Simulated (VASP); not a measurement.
Write the native input for VASP 6.6.1 that does the following.

- Task: single point
- Functional: r2SCAN
- Potentials or basis: VASP PAW PBE potentials, release 64 (Li_sv, F)
- Cutoff: 520 eV
- k mesh: 12 × 12 × 6
- Occupations: gaussian, width 0.01 eV
- Spin: no spin polarisation
- Dipole correction: no
- Further INCAR settings: ALGO = Normal; EDIFF = 1e-07; NBANDS = 18

Crystal: LiF.

```xyz
4
Lattice="2.7757 -0.0427 0.0000 -1.4249 2.4252 0.0000 0.0000 0.0000 4.7827" Properties=species:S:1:pos:R:3 pbc="T T T"
Li    0.0000    0.0000    0.0000
Li    0.0000    0.0000    2.3913
F    -0.0219    1.6011    1.1957
F     1.3727    0.7813    3.5870
```

This cell differs from its parent crystal: shear xy strain -3.1%.

The input as run:

POSCAR

```
LiF
1.0
    2.7757079400     -0.0427459023      0.0000000000
   -1.4248730073      2.4252065407      0.0000000000
    0.0000000000      0.0000000000      4.7826948067
Li F
2 2
Direct
    0.0000000000      0.0000000000      0.0000000000
    0.0000000000      0.0000000000      0.5000000000
    0.3340459783      0.6660946962      0.2500000000
    0.6659540217      0.3339053038      0.7500000000
```

INCAR.step1

```
SYSTEM = LiF
  PREC = Accurate
  ENCUT = 520
  ISMEAR = 0
  SIGMA = 0.01
  LREAL = .FALSE.
  LASPH = .TRUE.
  NELM = 100
  NBANDS = 18
  GGA = PE
  ALGO = Normal
  EDIFF = 1E-4
  LWAVE = .TRUE.
  LCHARG = .FALSE.
```

INCAR.step2

```
SYSTEM = LiF
  PREC = Accurate
  ENCUT = 520
  EDIFF = 1E-7
  ISMEAR = 0
  SIGMA = 0.01
  LREAL = .FALSE.
  LASPH = .TRUE.
  NELM = 100
  ALGO = Normal
  ISIF = 2
  LWAVE = .FALSE.
  LCHARG = .TRUE.
  METAGGA = R2SCAN
  LMIXTAU = .TRUE.
  LELF = .TRUE.
  LVHAR = .TRUE.
  NBANDS = 18
  ISTART = 1
```

KPOINTS

```
Automatic mesh
0
G
  12 12 6
  0 0 0
```

Potentials or basis: VASP PAW PBE potentials, release 64 (Li_sv, F).

The run is started by

```bash
$ cat potpaw_PBE.64/Li_sv/POTCAR potpaw_PBE.64/F/POTCAR > POTCAR
$ cp INCAR.step1 INCAR
$ mpirun -np 1 vasp_std > vasp.out
$ cp INCAR.step2 INCAR
$ mpirun -np 1 vasp_std > vasp.out
```

It gave:

```yaml
Largest_force: 0.006 eV/Å
Band_gap_on_the_k_mesh: 10.35 eV
```

Caveat: the cell differs from its parent crystal (shear xy strain -3.1%); the PAW data sets were made with another functional, which shifts forces and pressure a little.

Wall time 12 min on 1 thread of Intel Xeon 8259CL (shared host), peak memory 0.26 GiB.
